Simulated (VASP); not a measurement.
# Sb: single point with PBE0

Crystal: Sb.

```
Sb
1.0
    -1.60746    1.60746    2.76513
     1.60746   -1.60746    2.76513
     1.60746    1.60746   -2.76513
Sb
1
Direct
  0.00000 0.00000 0.00000
```

```yaml
Program: VASP 6.6.1
Task: single point
Functional: PBE0
Potentials_or_basis: VASP PAW PBE potentials, release 64 (Sb)
Cutoff: 520 eV
k_mesh: 6 × 6 × 6
Occupations: fermi-dirac, width 0.05 eV
Spin: no spin polarisation
Dipole_correction: no
Grid_for_exact_exchange_PRECFOCK: Normal
Further_INCAR_settings: ALGO = Normal; EDIFF = 1e-06; NBANDS = 8
Share_of_exact_exchange: 0.25
```

```
Pressure               : -5.2 GPa
Band gap on the k mesh : zero (an odd number of electrons rules out a gap without spin polarisation)
```

Stress tensor (GPa, compression positive):
```
-4.73  0.00  0.00
 0.00 -4.73  0.00
 0.00  0.00 -6.13
```

Levels at points of the mesh, in eV from the Fermi level:
```csv
k point,band 1,band 2,band 3,band 4,band 5,band 6,band 7
"(0.00, 0.00, 0.00)",-14.92,4.74,5.58,5.58,9.63,10.86,11.07
"(0.50, 0.00, 0.00)",-10.96,-7.17,1.74,5.51,6.30,10.38,11.08
"(0.50, 0.50, 0.00)",-8.38,-5.69,-2.01,0.56,3.65,4.57,15.96
"(0.50, 0.50, 0.50)",-11.11,-7.01,2.08,2.08,6.04,6.24,18.33
```

Run time: 25 min on 1 thread of Intel Xeon 8259CL, with other jobs on the host, peak memory 0.17 GiB.

Caveat: the k points lie up to 0.38 Å⁻¹ apart, too coarse for converged energies and pressures of a metal; the PAW data sets were made with another functional, which shifts forces and pressure a little; spin-orbit coupling is left out, which moves the levels of the heavy elements.
